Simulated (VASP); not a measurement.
A run of VASP 6.6.1 is set up as follows.

Contents of INCAR:

```
SYSTEM = Pd
PREC     = Accurate       ! precision mode
ENCUT    = 600            ! plane-wave cutoff, eV
EDIFF    = 1E-6           ! SCF threshold, eV
ISMEAR   = -1             ! smearing method
SIGMA    = 0.05           ! smearing width, eV
LREAL    = .False.        ! projectors in reciprocal space
LASPH    = .True.         ! aspherical terms in the spheres
NELM     = 80             ! most SCF steps
ALGO     = Normal         ! electronic algorithm
ISIF     = 8              ! what is computed and relaxed
LWAVE    = .False.        ! write WAVECAR
LCHARG   = .False.        ! write CHGCAR
GGA      = CA             ! functional
IBRION   = 2              ! ionic algorithm
NSW      = 80             ! ionic steps
EDIFFG   = -0.02          ! ionic threshold
```

KPOINTS

```
Automatic mesh
0
Gamma
  10 10 10
  0 0 0
```

The input POSCAR:

```
Pd
1.0
    2.7527670000      0.0000000000      0.0000000000
    1.3763835000      2.3839661527      0.0000000000
    1.3763835000      0.7946553842      2.2476248436
Pd
1
Direct
    0.0000000000      0.0000000000      0.0000000000
```

Potentials or basis: VASP PAW LDA potentials, release 64 (Pd).

Launch:

```console
$ cat potpaw_LDA.64/Pd/POTCAR > POTCAR
$ mpirun -np 1 vasp_std > vasp.out
```

Task: What does it give for the relaxed volume?

Result: 14.17 Å³/atom.

Task: What does it give for the space group after relaxing (to 0.05 Å)?

Result: Fm-3m (No. 225).

Final structure:
```
Pd
1.0
     2.71634    0.00000    0.00000
     1.35817    2.35242    0.00000
     1.35817    0.78414    2.21788
Pd
1
Cartesian
  0.0000 0.0000 0.0000
```

LDA usually gives volumes a few per cent too small. Zero-point motion and thermal expansion aren't in these numbers.
